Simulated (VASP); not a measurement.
# Ba (Fd-3m) in VASP: further runs, part 2 of 2

VASP 6.6.1. Earlier steps stand in the parts before.

## Step 4: Single point, LDA (50.29 Å³/atom)

This run uses another cell than the first one, of 50.29 Å³/atom.

File INCAR:

```
SYSTEM = Ba
PREC = Accurate
ENCUT = 520
EDIFF = 1E-6
ISMEAR = -1
SIGMA = 0.1
LREAL = .False.
LASPH = .True.
NELM = 80
ALGO = Normal
ISIF = 2
LWAVE = .False.
LCHARG = .False.
GGA = CA
NBANDS = 17
```

File KPOINTS:

```
Automatic mesh
0
Gamma
  9 9 9
  0 0 0
```

File POSCAR:

```
Ba
1.0
    0.0000000000      3.6910432016      3.6910432016
    3.6910432016      0.0000000000      3.6910432016
    3.6910432016      3.6910432016      0.0000000000
Ba
2
Direct
    0.1250000000      0.1250000000      0.1250000000
    0.8750000000      0.8750000000      0.8750000000
```

Potentials or basis: VASP PAW LDA potentials, release 64 (Ba_sv).

Run with:

```console
> cat potpaw_LDA.64/Ba_sv/POTCAR > POTCAR
> mpirun -np 1 vasp_std > vasp.out
```

OUTCAR:

```text
SYSTEM = Ba
   PREC = Accurate
   ENCUT = 520
   EDIFF = 1E-6
   ISMEAR = -1
   LREAL = .False.
   LASPH = .True.
   NELM = 80
   ISIF = 2
   GGA = CA

 ion  position               nearest neighbor table
   1  0.125  0.125  0.125-   2 3.20   2 3.20   2 3.20   2 3.20
   2  0.875  0.875  0.875-   1 3.20   1 3.20   1 3.20   1 3.20

  LATTYP: Found a face centered cubic cell.
 ALAT       =     7.3820864032

  Lattice vectors:

 A1 = (   0.0000000000,   3.6910432016,   3.6910432016)
 A2 = (   3.6910432016,   0.0000000000,   3.6910432016)
 A3 = (   3.6910432016,   3.6910432016,   0.0000000000)

Analysis of symmetry for initial positions (statically):
=====================================================================
 Subroutine PRICEL returns:
 Original cell was already a primitive cell.

 Routine SETGRP: Setting up the symmetry group for a
 face centered cubic supercell.

 Subroutine GETGRP returns: Found 48 space group operations
 (whereof 12 operations were pure point group operations)
 out of a pool of 48 trial point group operations.

The static configuration has the point symmetry D_3d.
 The point group associated with its full space group is O_h .

Analysis of symmetry for dynamics (positions and initial velocities):
=====================================================================
 Subroutine PRICEL returns:
 Original cell was already a primitive cell.

 Routine SETGRP: Setting up the symmetry group for a
 face centered cubic supercell.

 Subroutine GETGRP returns: Found 48 space group operations
 (whereof 12 operations were pure point group operations)
 out of a pool of 48 trial point group operations.

The dynamic configuration has the point symmetry D_3d.
 The point group associated with its full space group is O_h .

 Subroutine INISYM returns: Found 48 space group operations
 (whereof 12 operations are pure point group operations),
 and found     1 'primitive' translations

----------------------------------------------------------------------------------------

                                     Primitive cell

  volume of cell :     100.5721

  direct lattice vectors                    reciprocal lattice vectors
     0.000000000  3.691043202  3.691043202    -0.135463058  0.135463058  0.135463058
     3.691043202  0.000000000  3.691043202     0.135463058 -0.135463058  0.135463058
     3.691043202  3.691043202  0.000000000     0.135463058  0.135463058 -0.135463058

  length of vectors
     5.219923355  5.219923355  5.219923355     0.234628899  0.234628899  0.234628899

  position of ions in fractional coordinates (direct lattice)
     0.125000000  0.125000000  0.125000000
     0.875000000  0.875000000  0.875000000

  ion indices of the primitive-cell ions
   primitive index   ion index
                 1           1
                 2           2

----------------------------------------------------------------------------------------

 KPOINTS: Automatic mesh

Automatic generation of k-mesh.
 Grid dimensions read from file:
 generate k-points for:    9    9    9

 Generating k-lattice:

  Cartesian coordinates                     Fractional coordinates (reciprocal lattice)
    -0.015051451  0.015051451  0.015051451     0.111111111  0.000000000  0.000000000
     0.015051451 -0.015051451  0.015051451     0.000000000  0.111111111  0.000000000
     0.015051451  0.015051451 -0.015051451     0.000000000  0.000000000  0.111111111

  Length of vectors
     0.026069878  0.026069878  0.026069878

  Shift w.r.t. Gamma in fractional coordinates (k-lattice)
     0.000000000  0.000000000  0.000000000

 Subroutine IBZKPT returns following result:
 ===========================================

 Found     35 irreducible k-points:

 Following reciprocal coordinates:
            Coordinates               Weight
  0.000000  0.000000  0.000000      1.000000
  0.111111  0.000000  0.000000      8.000000
  0.222222  0.000000  0.000000      8.000000
  0.333333  0.000000  0.000000      8.000000
  0.444444  0.000000  0.000000      8.000000
  0.111111  0.111111  0.000000      6.000000
[... 16 lines left out ...]
 -0.333333  0.333333  0.000000     12.000000
  0.444444  0.444444  0.000000      6.000000
 [... further k-points ...]
   k-points           NKPTS =     35   k-points in BZ     NKDIM =     35   number of bands    NBANDS=     17
   number of dos      NEDOS =    301   number of ions     NIONS =      2
   total plane-waves  NPLWV =  64000
   dimension x,y,z NGX =    40 NGY =   40 NGZ =   40
   dimension x,y,z NGXF=    80 NGYF=   80 NGZF=   80
   ions per type =               2
   NGX,Y,Z   is equivalent  to a cutoff of  12.74, 12.74, 12.74 a.u.
   NGXF,Y,Z  is equivalent  to a cutoff of  25.48, 25.48, 25.48 a.u.
 SYSTEM =  Ba
   PREC   = accura    normal or accurate (medium, high low for compatibility)
   ISTART =      0    job   : 0-new  1-cont  2-samecut
   ICHARG =      2    charge: 1-file 2-atom 10-const
   ISPIN  =      1    spin polarized calculation?
   LNONCOLLINEAR =      F non collinear calculations
   LSORBIT =      F    spin-orbit coupling
   LASPH  =      T    aspherical Exc in radial PAW
   ENCUT  =  520.0 eV  38.22 Ry    6.18 a.u.   9.71  9.71  9.71*2*pi/ulx,y,z
   NELM   =     80;   NELMIN=  2; NELMDL= -5     # of ELM steps
   EDIFF  = 0.1E-05   stopping-criterion for ELM
   LREAL  =      F    real-space projection
   EDIFFG = 0.1E-04   stopping-criterion for IOM
   NSW    =      0    number of steps for IOM
   IBRION =     -1    ionic relax: 0-MD 1-quasi-New 2-CG
   NFREE  =      0    steps in history (QN), initial steepest desc. (CG)
   ISIF   =      2    stress and relaxation
   ISYM   =      2    0-nonsym 1-usesym 2-fastsym
   POTIM  = 0.5000    time-step for ionic-motion
   TEBEG  =    0.0;   TEEND  =   0.0 temperature during run
   PSTRESS=    0.0 pullay stress
   NELECT =      20.0000    total number of electrons
   NUPDOWN=      -1.0000    fix difference up-down
   EMIN   =  10.00;   EMAX   =-10.00  energy-range for DOS
   EFERMI =   0.00;   METHOD = LEGACY
   ISMEAR =    -1;   SIGMA  =   0.10  broadening in eV -4-tet -1-fermi 0-gaus
   EFERMI_NEDOS =   21; number of points for ismear=-14 and -15
   IALGO  =     38    algorithm
   IMIX   =      4    mixing-type and parameters
     AMIX     =   0.40;   BMIX     =  1.00
     AMIX_MAG =   1.60;   BMIX_MAG =  1.00
  volume/ion in A,a.u.               =      50.29       339.35
  Fermi-wavevector in a.u.,A,eV,Ry     =   0.955562  1.805751 12.423472  0.913099
  Thomas-Fermi vector in A             =   2.084411
   LORBIT       =      0    0 simple, 1 ext, 2 COOP (PROOUT), +10 PAW based schemes
   GGA     = CA    functional components
   LHFCALC =     F    Hartree Fock is set to
   AEXX    =    0.0000 exact exchange contribution
   IVDW    =     0    specifies the selected vdW correction
   LEPSILON=     F    determine dielectric tensor
   LRPA    =     F    only Hartree local field effects (RPA)
 non-spin polarized calculation
  energy-cutoff  :      520.00
  volume of cell :      100.57
 maximum number of plane-waves:      2738
   NGX = 19   NGY = 19   NGZ = 19

 number of electron      20.0000001 magnetization

 Free energy of the ion-electron system (eV)
  ---------------------------------------------------
  ext. energy  EPLUGINS =         0.00000000
  ---------------------------------------------------
  free energy    TOTEN  =        -2.87828376 eV

  energy without entropy =       -2.81143206  energy(sigma->0) =       -2.84485791

 E-fermi :   1.8544     XC(G=0):  -8.2275

 val. band max:        1.8169262493   @ k =  -0.3333   0.2222   0.0000
 cond. band min:       1.8781886150   @ k =   0.3333   0.0000   0.0000
 fundamental gap:      0.0612623657
 Fermi energy:         1.8544263397

 k-point     1 :       0.0000    0.0000    0.0000
  band No.  band energies     occupation
      1     -27.4284      2.00000
      2     -26.4189      2.00000
      3     -13.0252      2.00000
      4     -13.0252      2.00000
      5     -13.0252      2.00000
      6     -11.5250      2.00000
[... 9 lines left out ...]
     16       5.2719      0.00000
     17       5.2719      0.00000
[... 441 lines left out ...]
 k-point    24 :       0.4444    0.4444    0.0000
  band No.  band energies     occupation
      1     -27.0343      2.00000
      2     -26.8599      2.00000
      3     -13.4097      2.00000
      4     -13.4097      2.00000
      5     -12.3961      2.00000
      6     -12.1481      2.00000
[... 9 lines left out ...]
     16       4.8607      0.00000
     17       6.5783      0.00000

 [... further k-points ...]

------------------------ aborting loop because EDIFF is reached ----------------------------------------

  FORCE on cell =-STRESS in cart. coord.  units (eV):
  Direction    XX          YY          ZZ          XY          YZ          ZX
  --------------------------------------------------------------------------------------
  -------------------------------------------------------------------------------------
  Total        0.0363109      0.0363109      0.0363109     -0.0000000      0.0000000     -0.0000000
  in kB        0.5784556      0.5784556      0.5784556     -0.0000000      0.0000000     -0.0000000
  external PRESSURE =       0.5784556 kB  Pullay stress =       0.0000000 kB

 VOLUME and BASIS-vectors are now :
 -----------------------------------------------------------------------------
  energy-cutoff  :      520.00
  volume of cell :      100.57
      direct lattice vectors                 reciprocal lattice vectors
     0.000000000  3.691043202  3.691043202    -0.135463058  0.135463058  0.135463058
     3.691043202  0.000000000  3.691043202     0.135463058 -0.135463058  0.135463058
     3.691043202  3.691043202  0.000000000     0.135463058  0.135463058 -0.135463058

 POSITION                                       TOTAL-FORCE (eV/Angst)
 -----------------------------------------------------------------------------------
      0.92276      0.92276      0.92276         0.000000      0.000000      0.000000
      6.45933      6.45933      6.45933        -0.000000     -0.000000     -0.000000
 -----------------------------------------------------------------------------------
    total drift:                                0.000000      0.000000     -0.000000

  FREE ENERGIE OF THE ION-ELECTRON SYSTEM (eV)
  ---------------------------------------------------
  free  energy   TOTEN  =        -2.8782837607 eV

  energy  without entropy=       -2.8114320555  energy(sigma->0) =       -2.84485791
```

OSZICAR:

```text
N       E                     dE             d eps       ncg     rms          rms(c)
DAV:   1     0.139260053006E+03    0.13926E+03   -0.87002E+03  1190   0.987E+02
DAV:   2     0.455042439654E+01   -0.13471E+03   -0.13122E+03  1822   0.203E+02
DAV:   3    -0.284524609092E+01   -0.73957E+01   -0.73434E+01  1633   0.493E+01
DAV:   4    -0.304182797387E+01   -0.19658E+00   -0.19639E+00  1769   0.636E+00
DAV:   5    -0.304382442058E+01   -0.19964E-02   -0.19963E-02  1564   0.608E-01    0.640E+00
DAV:   6    -0.293306803125E+01    0.11076E+00   -0.63941E-02  1623   0.163E+00    0.364E+00
DAV:   7    -0.287810642333E+01    0.54962E-01   -0.10322E-01  1713   0.202E+00    0.135E-01
DAV:   8    -0.287826522041E+01   -0.15880E-03   -0.21668E-03  1521   0.227E-01    0.868E-02
DAV:   9    -0.287828913648E+01   -0.23916E-04   -0.76517E-05  1835   0.383E-02    0.165E-02
DAV:  10    -0.287828358521E+01    0.55513E-05   -0.79543E-06  1857   0.195E-02    0.173E-02
DAV:  11    -0.287828376069E+01   -0.17548E-06   -0.40151E-07   775   0.403E-03
   1 F= -.28782838E+01 E0= -.28448579E+01  d E =-.668517E-01
```

Wall time 30 s (1 thread of AMD EPYC 9R45 (Zen 5), shared host); peak memory 0.18 GiB.

What came out:

```
Free energy            : -2.8783 eV
Pressure               : 0.1 GPa
Band gap on the k mesh : zero (bands 10 and 11 overlap by 0.25 eV)
```

Levels at points of the mesh, in eV from the Fermi level:
| k point | band 8 | band 9 | band 10 | band 11 | band 12 | band 13 |
| --- | --- | --- | --- | --- | --- | --- |
| (0.00, 0.00, 0.00) | -13.38 | -2.02 | 0.12 | 0.12 | 1.53 | 1.53 |

Caveat: spin-orbit coupling is left out, which moves the levels of the heavy elements.

## Step 5: Single point, LDA (52.22 Å³/atom)

This run uses another cell than the first one, of 52.22 Å³/atom.

File INCAR:

```
SYSTEM = Ba
PREC = Accurate
ENCUT = 520
EDIFF = 1E-7
ISMEAR = -1
SIGMA = 0.1
LREAL = .FALSE.
LASPH = .TRUE.
NELM = 60
ALGO = Normal
ISIF = 2
LWAVE = .FALSE.
LCHARG = .FALSE.
NBANDS = 17
```

File KPOINTS:

```
regular mesh
0
G
  9 9 9
  0 0 0
```

File POSCAR:

```
Ba
1.0
    0.0000000000      3.7377702279      3.7377702279
    3.7377702279      0.0000000000      3.7377702279
    3.7377702279      3.7377702279      0.0000000000
Ba
2
Direct
    0.1250000000      0.1250000000      0.1250000000
    0.8750000000      0.8750000000      0.8750000000
```

Run with:

```console
> cat potpaw_LDA.64/Ba_sv/POTCAR > POTCAR
> mpirun -np 1 vasp_std > vasp.out
```

Wall time 33 s (1 thread of AMD EPYC 9R45 (Zen 5), shared host); peak memory 0.19 GiB.

Results (log left out):

```yaml
Free_energy: -2.8725 eV
Pressure: -0.5 GPa
Band_gap_on_the_k_mesh: zero (bands 10 and 11 overlap by 0.20 eV)
```

Levels at points of the mesh, in eV from the Fermi level:
| k point | band 8 | band 9 | band 10 | band 11 | band 12 | band 13 |
| --- | --- | --- | --- | --- | --- | --- |
| (0.00, 0.00, 0.00) | -13.47 | -2.05 | 0.13 | 0.13 | 1.44 | 1.44 |

Caveat: spin-orbit coupling is left out, which moves the levels of the heavy elements.

## Step 6: Single point, LDA (54.15 Å³/atom)

This run uses another cell than the first one, of 54.15 Å³/atom.

File INCAR:

```
SYSTEM = Ba
ALGO = Normal
EDIFF = 1E-7
ENCUT = 520
GGA = CA
ISIF = 2
ISMEAR = -1
LASPH = .TRUE.
LCHARG = .FALSE.
LREAL = .FALSE.
LWAVE = .FALSE.
NBANDS = 17
NELM = 80
PREC = Accurate
SIGMA = 0.1
```

File KPOINTS:

```
k-points
0
G
  9 9 9
  0 0 0
```

File POSCAR:

```
Ba
1.0
    0.0000000000      3.7833572845      3.7833572845
    3.7833572845      0.0000000000      3.7833572845
    3.7833572845      3.7833572845      0.0000000000
Ba
2
Direct
    0.1250000000      0.1250000000      0.1250000000
    0.8750000000      0.8750000000      0.8750000000
```

Potentials or basis: VASP PAW LDA potentials, release 64 (Ba_sv).

Run with:

```console
> cat potpaw_LDA.64/Ba_sv/POTCAR > POTCAR
> mpirun -np 1 vasp_std > vasp.out
```

Run time: 32 s. Hardware: 1 thread of AMD EPYC 9R45 (Zen 5), shared host; peak memory 0.19 GiB.

Results (log left out):

* Free energy: -2.8549 eV
* Pressure: -0.9 GPa
* Band gap on the k mesh: zero (bands 10 and 11 overlap by 0.18 eV)

Levels at points of the mesh, in eV from the Fermi level:
```
           k point  band 6  band 7  band 8  band 9  band 10  band 11  band 12  band 13  band 14  band 15
(0.00, 0.00, 0.00)  -13.56  -13.56  -13.56   -2.08     0.13     0.13     1.36     1.36     1.36     3.07
```

Caveat: spin-orbit coupling is left out, which moves the levels of the heavy elements.

## Step 7: Relaxation of cell and atoms, LDA

This run uses another cell than the first one, of 84.37 Å³/atom.

File INCAR:

```
  PREC = Accurate
  ENCUT = 600
  EDIFF = 1E-7
  ISMEAR = -1
  SIGMA = 0.1
  LREAL = False
  LASPH = True
  NELM = 80
  ALGO = Normal
  ISIF = 3
  LWAVE = False
  LCHARG = False
  IBRION = 2
  NSW = 80
  EDIFFG = -0.01
```

File KPOINTS:

```
regular mesh
0
Gamma
  6 6 6
```

File POSCAR:

```
Ba
1.0
    0.0000000000      4.3860266073      4.3860266073
    4.3860266073      0.0000000000      4.3860266073
    4.3860266073      4.3860266073      0.0000000000
Ba
2
Direct
    0.1250000000      0.1250000000      0.1250000000
    0.8750000000      0.8750000000      0.8750000000
```

Run with:

```console
> cat potpaw_LDA.64/Ba_sv/POTCAR > POTCAR
> mpirun -np 1 vasp_std > vasp.out
```

Wall time 4.1 min (1 thread of AMD EPYC 9R45 (Zen 5), shared host); peak memory 0.27 GiB.

It converged, with:

```
Free energy                           : -2.8696 eV
Relaxed volume                        : 50.58 Å³/atom
Relaxed cell                          : a = 5.230 Å, b = 5.230 Å, c = 5.230 Å, α = 60.00°, β = 60.00°, γ = 60.00°
Space group after relaxing (to 0.1 Å) : Fd-3m (No. 227)
Energy gained by relaxing             : 230.8 meV/atom
Ionic steps                           : 12
Pressure after relaxing               : 0.0 GPa
Band gap on the k mesh                : zero (bands 10 and 11 overlap by 0.13 eV)
```

Step by step:
| step | energy change (eV) | largest force (eV/Å) | pressure (GPa) | volume (Å³) |
| --- | --- | --- | --- | --- |
| 1 | 0.0000 | 0.0000 | -0.79 | 168.75 |
| 2 | -0.0511 | 0.0000 | -0.85 | 158.73 |
| 3 | -0.2484 | 0.0000 | -1.45 | 131.07 |
| 4 | -0.2749 | 0.0000 | 4.79 | 85.77 |
| 5 | -0.3901 | 0.0000 | -1.32 | 115.32 |
| 6 | -0.4607 | 0.0000 | 0.22 | 99.82 |
| 7 | -0.4614 | 0.0000 | -0.10 | 101.66 |
| 8 | -0.4614 | 0.0000 | -0.08 | 101.58 |
| 9 | -0.4615 | 0.0000 | -0.05 | 101.36 |
| 10 | -0.4615 | 0.0000 | -0.05 | 101.34 |
| 11 | -0.4615 | 0.0000 | -0.04 | 101.28 |
| 12 | -0.4615 | 0.0000 | -0.02 | 101.17 |

Final structure:
```
Ba
1.0
     0.00000    3.69833    3.69833
     3.69833    0.00000    3.69833
     3.69833    3.69833    0.00000
Ba
2
Cartesian
  0.9246 0.9246 0.9246
  6.4721 6.4721 6.4721
```

Levels at points of the mesh, in eV from the Fermi level:
```csv
k point,band 6,band 7,band 8,band 9,band 10,band 11,band 12,band 13,band 14
"(0.00, 0.00, 0.00)",-13.39,-13.39,-13.39,-2.01,0.13,0.13,1.52,1.52,1.52
"(0.50, 0.00, 0.00)",-13.25,-13.13,-13.13,-0.15,0.01,0.27,0.27,1.10,1.10
"(0.50, 0.50, 0.00)",-14.13,-12.85,-12.85,-0.76,-0.76,1.13,1.13,2.24,2.24
```

Caveat: the volume moved by over 15 % at a fixed basis, so the end points are rough; spin-orbit coupling is left out, which moves the levels of the heavy elements.

## Step 8: Summary

```tsv
task	cell	k mesh	cutoff (eV)	gap on the mesh (eV)	pressure (GPa)
single point	a = 5.082 Å, angles 60.0°, 2 atoms	9 × 9 × 9	520	none	1.9
single point	a = 5.152 Å, angles 60.0°, 2 atoms	9 × 9 × 9	520	none	0.8
single point	a = 5.220 Å, angles 60.0°, 2 atoms	9 × 9 × 9	520	none	0.1
single point	a = 5.286 Å, angles 60.0°, 2 atoms	9 × 9 × 9	520	none	-0.5
single point	a = 5.350 Å, angles 60.0°, 2 atoms	9 × 9 × 9	520	none	-0.9
relaxation of cell and atoms	relaxed from a = 6.203 Å, angles 60.0°, 2 atoms	6 × 6 × 6	600	none	0.0
```

Alike in all rows: level LDA; potentials or basis VASP PAW LDA potentials, release 64 (Ba_sv); no spin polarisation; smearing fermi-dirac 0.1 eV.

Caveats: spin-orbit coupling is left out, which moves the levels of the heavy elements; the volume moved by over 15 % at a fixed basis, so the end points are rough (at least some runs).

Absolute energies hang on the potentials; compare differences alone.

The gap in the log of VASP goes by the Fermi energy; the results here count the filled bands.